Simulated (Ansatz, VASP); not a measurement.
Ti in VASP and in Ansatz

```
CELL_PARAMETERS angstrom
0.00000 2.83656 2.83656
2.83656 0.00000 2.83656
2.83656 2.83656 0.00000
ATOMIC_POSITIONS crystal
Ti 0.50000 0.50000 0.50000
Ti 0.75000 0.75000 0.75000
```

Alike in both runs: task relaxation of cell and atoms; functional PBE; k mesh 12 × 12 × 12; occupations gaussian, width 0.1 eV; no spin polarisation.

|  | VASP | Ansatz |
| --- | --- | --- |
| version | VASP 6.6.1 | Ansatz 0.2.0 |
| potentials or method | VASP PAW PBE potentials, release 64 (Ti_sv), cutoff 600 eV | scalar-relativistic, plane waves, PAW |
| valence electrons in the cell | 24 | 24 |

|  | VASP | Ansatz | Ansatz less VASP |
| --- | --- | --- | --- |
| gap on the k mesh at the Fermi level, each at its own relaxed structure (eV) | none | none | - |
| relaxed volume (Å³/atom) | 22.82 | 22.82 | 0.000 |
| relaxed length of the cell vector where the two differ most in proportion (Å) | 4.012 | 4.012 | 0.0000 |

A gap of «none» marks a metal or a gap that the smearing closes.

Noted on VASP's run: the relaxation stopped at its first step, so nothing moved.
